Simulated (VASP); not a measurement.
# ZnCd2Te2 in VASP: a series of runs

ZnCd2Te2 is run at these levels: LDA; tasks: single point.

Everything below comes from runs of VASP 6.6.1. Logs are shortened: lines on timing, memory, paths and dates and some standing lists are left out, and cuts for length are marked.

## Step 1: The cell of the first run

The cell holds a slab with vacuum, 5 atoms: a = 4.533 Å, b = 4.533 Å, c = 19.867 Å, α = 90.00°, β = 90.00°, γ = 120.00°.

## Step 2: Single point, LDA

INCAR

```
PREC     = Accurate       # precision mode
ENCUT    = 520            # plane-wave cutoff, eV
EDIFF    = 1E-6           # SCF threshold, eV
ISMEAR   = 0              # smearing method
SIGMA    = 0.05           # smearing width, eV
LREAL    = F              # projectors in reciprocal space
LASPH    = T              # aspherical terms in the spheres
NELM     = 80             # most SCF steps
ALGO     = Normal         # electronic algorithm
ISIF     = 2              # what is computed and relaxed
LWAVE    = F              # write WAVECAR
LCHARG   = F              # write CHGCAR
LDIPOL   = T            
IDIPOL   = 3            
DIPOL    = 0.5 0.5 0.365
GGA      = CA             # functional
NBANDS   = 32             # bands
```

KPOINTS

```
Automatic mesh
0
Gamma
  6 6 1
```

POSCAR

```
ZnCd2Te2
1.0
    4.5325544674      0.0000000000      0.0000000000
   -2.2662772337      3.9253073128      0.0000000000
    0.0000000000      0.0000000000     19.8672286441
Te Cd Zn
2 2 1
Direct
    0.0000000000      0.0000000000      0.2013365866
    0.3333333333      0.6666666667      0.3964595968
    0.3333333333      0.6666666667      0.2479059306
    0.6666666667      0.3333333333      0.4211573136
    0.6666666667      0.3333333333      0.5562026383
```

Potentials or basis: VASP PAW LDA potentials, release 64 (Te, Cd, Zn).

Launch:

```
$ cat potpaw_LDA.64/Te/POTCAR potpaw_LDA.64/Cd/POTCAR potpaw_LDA.64/Zn/POTCAR > POTCAR
$ mpirun -np 1 vasp_std > vasp.out
```

OUTCAR:

```text
PREC = Accurate
   ENCUT = 520
   EDIFF = 1E-6
   ISMEAR = 0
   LREAL = F
   LASPH = T
   NELM = 80
   ISIF = 2
   GGA = CA

 ion  position               nearest neighbor table
   1  0.000  0.000  0.201-   3 2.78   3 2.78   3 2.78
   2  0.333  0.667  0.396-   4 2.66   4 2.66   4 2.66   3 2.95
   3  0.333  0.667  0.248-   1 2.78   1 2.78   1 2.78   2 2.95
   4  0.667  0.333  0.421-   2 2.66   2 2.66   2 2.66   5 2.68
   5  0.667  0.333  0.556-   4 2.68

  LATTYP: Found a hexagonal cell.
 ALAT       =     4.5325544674
 C/A-ratio  =     4.3832299837

  Lattice vectors:

 A1 = (   4.5325544674,   0.0000000000,   0.0000000000)
 A2 = (  -2.2662772337,   3.9253073128,   0.0000000000)
 A3 = (   0.0000000000,   0.0000000000,  19.8672286441)

Analysis of symmetry for initial positions (statically):
=====================================================================
 Subroutine PRICEL returns:
 Original cell was already a primitive cell.

 Routine SETGRP: Setting up the symmetry group for a
 hexagonal supercell.

 Subroutine GETGRP returns: Found  6 space group operations
 (whereof  6 operations were pure point group operations)
 out of a pool of 24 trial point group operations.

The static configuration has the point symmetry C_3v.

Analysis of symmetry for dynamics (positions and initial velocities):
=====================================================================
 Subroutine PRICEL returns:
 Original cell was already a primitive cell.

 Routine SETGRP: Setting up the symmetry group for a
 hexagonal supercell.

 Subroutine GETGRP returns: Found  6 space group operations
 (whereof  6 operations were pure point group operations)
 out of a pool of 24 trial point group operations.

The dynamic configuration has the point symmetry C_3v.

 Subroutine INISYM returns: Found  6 space group operations
 (whereof  6 operations are pure point group operations),
 and found     1 'primitive' translations

----------------------------------------------------------------------------------------

                                     Primitive cell

  volume of cell :     353.4712

  direct lattice vectors                    reciprocal lattice vectors
     4.532554467  0.000000000  0.000000000     0.220626141  0.127378562  0.000000000
    -2.266277234  3.925307313  0.000000000     0.000000000  0.254757124  0.000000000
[... 78 lines left out ...]
   NFREE  =      0    steps in history (QN), initial steepest desc. (CG)
   ISIF   =      2    stress and relaxation
   ISYM   =      2    0-nonsym 1-usesym 2-fastsym
   POTIM  = 0.5000    time-step for ionic-motion
   TEBEG  =    0.0;   TEEND  =   0.0 temperature during run
   PSTRESS=    0.0 pullay stress
   NELECT =      48.0000    total number of electrons
   NUPDOWN=      -1.0000    fix difference up-down
   EMIN   =  10.00;   EMAX   =-10.00  energy-range for DOS
   EFERMI =   0.00;   METHOD = LEGACY
   ISMEAR =     0;   SIGMA  =   0.05  broadening in eV -4-tet -1-fermi 0-gaus
   EFERMI_NEDOS =   21; number of points for ismear=-14 and -15
   IALGO  =     38    algorithm
   IMIX   =      4    mixing-type and parameters
     AMIX     =   0.40;   BMIX     =  1.00
     AMIX_MAG =   1.60;   BMIX_MAG =  1.00
  volume/ion in A,a.u.               =      70.69       477.07
  Fermi-wavevector in a.u.,A,eV,Ry     =   0.841467  1.590143  9.633840  0.708067
  Thomas-Fermi vector in A             =   1.956017
   LORBIT       =      0    0 simple, 1 ext, 2 COOP (PROOUT), +10 PAW based schemes
   GGA     = CA    functional components
   LHFCALC =     F    Hartree Fock is set to
   AEXX    =    0.0000 exact exchange contribution
   IVDW    =     0    specifies the selected vdW correction
   LEPSILON=     F    determine dielectric tensor
   LRPA    =     F    only Hartree local field effects (RPA)
 non-spin polarized calculation
 Gauss-broadening in eV      SIGMA  =   0.05
  energy-cutoff  :      520.00
  volume of cell :      353.47
 maximum number of plane-waves:      9583
 NGX is ok and might be reduce to    36
   NGX = 17   NGY = 17   NGZ = 73

 number of electron      47.9999996 magnetization

 dipolmoment           0.000000      0.000000     -0.258245 electrons x Angstroem

 Free energy of the ion-electron system (eV)
  ---------------------------------------------------
  ext. energy  EPLUGINS =         0.00000000
  ---------------------------------------------------
  free energy    TOTEN  =       -11.45109642 eV

  energy without entropy =      -11.44952923  energy(sigma->0) =      -11.45031282

 E-fermi :  -1.2528     XC(G=0):  -4.8082

 val. band max:       -1.2527809737   @ k =   0.0000   0.0000   0.0000
 cond. band min:      -1.2527809422   @ k =   0.0000   0.0000   0.0000
 fundamental gap:      0.0000000314
 Fermi energy:        -1.2527809579

 k-point     1 :       0.0000    0.0000    0.0000
  band No.  band energies     occupation
      1     -14.0893      2.00000
      2     -11.8854      2.00000
      3     -11.3641      2.00000
      4     -11.3641      2.00000
      5     -10.9890      2.00000
      6     -10.9890      2.00000
[... 234 lines left out ...]
     31       3.4284      0.00000
     32       4.1533      0.00000

------------------------ aborting loop because EDIFF is reached ----------------------------------------

 vacuum level on the upper side and lower side of the slab       (xc-potential included)        -1.285         1.272

  FORCE on cell =-STRESS in cart. coord.  units (eV):
  Direction    XX          YY          ZZ          XY          YZ          ZX
  --------------------------------------------------------------------------------------
  -------------------------------------------------------------------------------------
  Total        0.7651876      0.7651876     -0.1540153      0.0000000      0.0000000      0.0000000
  in kB        3.4683629      3.4683629     -0.6981047      0.0000000      0.0000000      0.0000000
  external PRESSURE =       2.0795404 kB  Pullay stress =       0.0000000 kB

 VOLUME and BASIS-vectors are now :
 -----------------------------------------------------------------------------
  energy-cutoff  :      520.00
  volume of cell :      353.47
      direct lattice vectors                 reciprocal lattice vectors
     4.532554467  0.000000000  0.000000000     0.220626141  0.127378562  0.000000000
    -2.266277234  3.925307313  0.000000000     0.000000000  0.254757124  0.000000000
     0.000000000  0.000000000 19.867228644     0.000000000  0.000000000  0.050334147

 POSITION                                       TOTAL-FORCE (eV/Angst)
 -----------------------------------------------------------------------------------
      0.00000      0.00000      4.00000         0.000000     -0.000000      0.385509
     -0.00000      2.61687      7.87655         0.000000      0.000000     -0.318308
     -0.00000      2.61687      4.92520         0.000000      0.000000     -0.377796
      2.26628      1.30844      8.36723        -0.000000      0.000000      0.287440
      2.26628      1.30844     11.05020        -0.000000      0.000000      0.023155
 -----------------------------------------------------------------------------------
    total drift:                               -0.000000      0.000000     -0.001569

  FREE ENERGIE OF THE ION-ELECTRON SYSTEM (eV)
  ---------------------------------------------------
  free  energy   TOTEN  =       -11.4510964194 eV

  energy  without entropy=      -11.4495292261  energy(sigma->0) =      -11.45031282

 vacuum level on the upper side and lower side of the slab         1.944         4.571
```

OSZICAR:

```text
N       E                     dE             d eps       ncg     rms          rms(c)
DAV:   1     0.310465706044E+03    0.31047E+03   -0.19139E+04   448   0.122E+03
DAV:   2     0.101292214739E+02   -0.30034E+03   -0.28485E+03   504   0.296E+02
DAV:   3    -0.119365469393E+02   -0.22066E+02   -0.21833E+02   536   0.863E+01
[... 12 lines left out ...]
DAV:  16    -0.114510612322E+02   -0.23054E-04   -0.16478E-06   368   0.430E-03    0.254E-03
DAV:  17    -0.114510869910E+02   -0.25759E-04   -0.36390E-06   384   0.416E-03    0.286E-03
DAV:  18    -0.114510916424E+02   -0.46514E-05   -0.33977E-07   368   0.215E-03    0.172E-03
DAV:  19    -0.114510957979E+02   -0.41554E-05   -0.68177E-07   368   0.168E-03    0.407E-04
DAV:  20    -0.114510964194E+02   -0.62156E-06   -0.73991E-08   360   0.794E-04
   1 F= -.11451096E+02 E0= -.11450313E+02  d E =-.156719E-02
```

Wall time 2 min (1 thread of Intel Xeon 6975P-C (Granite Rapids), shared host); peak memory 0.39 GiB.

Results:

| Property | Result |
| --- | --- |
| Free energy | -11.4511 eV |
| Largest force | 0.386 eV/Å |
| Band gap on the k mesh | zero (filled and empty bands touch) |

Forces on the atoms (eV/Å):
```
Te   0.000  0.000  0.386
Te   0.000  0.000 -0.318
Cd   0.000  0.000 -0.378
Cd   0.000  0.000  0.287
Zn   0.000  0.000  0.023
```

Caveat: spin-orbit coupling is left out, which moves the levels of the heavy elements.

## Step 3: Single point, LDA

INCAR

```
SYSTEM = ZnCd2Te2
  ALGO = Normal
  DIPOL = 0.5 0.5 0.358
  EDIFF = 1E-6
  ENCUT = 520
  GGA = CA
  IDIPOL = 3
  ISIF = 2
  ISMEAR = 0
  LASPH = .True.
  LCHARG = .False.
  LDIPOL = .True.
  LREAL = .False.
  LWAVE = .False.
  NBANDS = 32
  NELM = 60
  PREC = Accurate
  SIGMA = 0.05
```

KPOINTS

```
k-points
0
Gamma
  6 6 1
  0 0 0
```

Changes to POSCAR since step 2:

```diff
@@ -12,2 +12,2 @@
     0.6666666667      0.3333333333      0.4211573136
-    0.6666666667      0.3333333333      0.5562026383
+    1.0000000000      1.0000000000      0.5223040188
```

Potentials or basis: VASP PAW LDA potentials, release 64 (Te, Cd, Zn).

Launch:

```
$ cat potpaw_LDA.64/Te/POTCAR potpaw_LDA.64/Cd/POTCAR potpaw_LDA.64/Zn/POTCAR > POTCAR
$ mpirun -np 1 vasp_std > vasp.out
```

It took 2.6 min on 1 thread of Intel Xeon 6975P-C (Granite Rapids), shared host; peak memory 0.39 GiB.

The run converged. Its results:

```
Free energy            : -11.4002 eV
Largest force          : 0.487 eV/Å
Band gap on the k mesh : zero (filled and empty bands touch)
```

Forces in eV/Å, atoms in the order of the input:
```
Te   0.000  0.000  0.367
Te   0.000  0.000 -0.487
Cd   0.000  0.000 -0.327
Cd   0.000  0.000  0.436
Zn   0.000  0.000  0.011
```

Levels at points of the mesh, in eV from the Fermi level:
| k point | band 21 | band 22 | band 23 | band 24 | band 25 | band 26 | band 27 | band 28 |
| --- | --- | --- | --- | --- | --- | --- | --- | --- |
| (0.00, 0.00, 0.00) | -1.87 | -0.82 | -0.13 | 0.00 | 0.00 | 1.64 | 2.77 | 2.86 |
| (0.50, 0.00, 0.00) | -2.89 | -2.04 | -1.06 | -1.01 | 0.27 | 1.34 | 2.59 | 2.91 |

Caveat: spin-orbit coupling is left out, which moves the levels of the heavy elements.

## Step 4: Single point, LDA

INCAR

```
  ALGO = Normal
  DIPOL = 0.5 0.5 0.368
  EDIFF = 1E-6
  ENCUT = 520
  IDIPOL = 3
  ISIF = 2
  ISMEAR = 0
  LASPH = True
  LCHARG = False
  LDIPOL = True
  LREAL = False
  LWAVE = False
  NBANDS = 32
  NELM = 80
  PREC = Accurate
  SIGMA = 0.05
```

KPOINTS

```
k-points
0
Gamma
  6 6 1
```

Changes to POSCAR since step 3:

```diff
@@ -12,2 +12,2 @@
     0.6666666667      0.3333333333      0.4211573136
-    1.0000000000      1.0000000000      0.5223040188
+    1.3333333333      0.6666666667      0.5750286483
```

Launch:

```
$ cat potpaw_LDA.64/Te/POTCAR potpaw_LDA.64/Cd/POTCAR potpaw_LDA.64/Zn/POTCAR > POTCAR
$ mpirun -np 1 vasp_std > vasp.out
```

It took 2.5 min on 1 thread of Intel Xeon 6975P-C (Granite Rapids), shared host; peak memory 0.4 GiB.

It converged, with:

```
Free energy            : -11.1553 eV
Largest force          : 0.376 eV/Å
Band gap on the k mesh : zero (filled and empty bands touch)
```

Forces in eV/Å, atoms in the order of the input:
```
Te   0.000  0.000  0.376
Te   0.000  0.000 -0.183
Cd   0.000  0.000 -0.359
Cd   0.000  0.000  0.151
Zn   0.000  0.000  0.015
```

Levels at points of the mesh, in eV from the Fermi level:
| k point | band 22 | band 23 | band 24 | band 25 | band 26 | band 27 |
| --- | --- | --- | --- | --- | --- | --- |
| (0.00, 0.00, 0.00) | -1.40 | -0.22 | 0.00 | 0.00 | 1.41 | 2.18 |
| (0.50, 0.00, 0.00) | -1.79 | -1.06 | -0.91 | 0.26 | 1.00 | 2.19 |

Caveat: spin-orbit coupling is left out, which moves the levels of the heavy elements.
